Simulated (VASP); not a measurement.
Input of a VASP 6.6.1 run:

INCAR

```
  ALGO = Normal
  EDIFF = 1E-6
  ENCUT = 520
  GGA = PE
  ISIF = 2
  ISMEAR = 0
  LASPH = T
  LCHARG = T
  LELF = T
  LREAL = F
  LVHAR = T
  LWAVE = F
  NBANDS = 28
  NELM = 60
  PREC = Accurate
  SIGMA = 0.02
```

KPOINTS

```
k-points
0
Gamma
  12 12 12
```

POSCAR

```
MgSn2N2
1.0
    2.0903321939      1.2068538549      5.9873722979
   -2.0903321939      1.2068538549      5.9873722979
    0.0000000000     -2.4137077097      5.9873722979
Mg Sn N
1 2 2
Direct
    0.0000000000      0.0000000000      0.0000000000
    0.2328316356      0.2328316356      0.2328316356
    0.7671683644      0.7671683644      0.7671683644
    0.1134947683      0.1134947683      0.1134947683
    0.8865052317      0.8865052317      0.8865052317
```

Potentials or basis: VASP PAW PBE potentials, release 64 (Mg, Sn_d, N).

Run with:

```sh
$ cat potpaw_PBE.64/Mg/POTCAR potpaw_PBE.64/Sn_d/POTCAR potpaw_PBE.64/N/POTCAR > POTCAR
$ mpirun -np 1 vasp_std > vasp.out
```

Task: What does it give for the largest force?

Result: 0.025 eV/Å.

Task: What does it give for the band gap on the k mesh?

Result: 0.73 eV (least direct gap 0.82 eV).

Forces in eV/Å, atoms in the order of the input:
```
Mg   0.000  0.000  0.000
Sn   0.000  0.000  0.025
Sn   0.000  0.000 -0.025
N    0.000  0.000 -0.006
N    0.000  0.000  0.006
```

Caveat: semilocal functionals underestimate gaps, and a narrow one can read as zero; spin-orbit coupling is left out, which moves the levels of the heavy elements. A k mesh can miss the band edges.
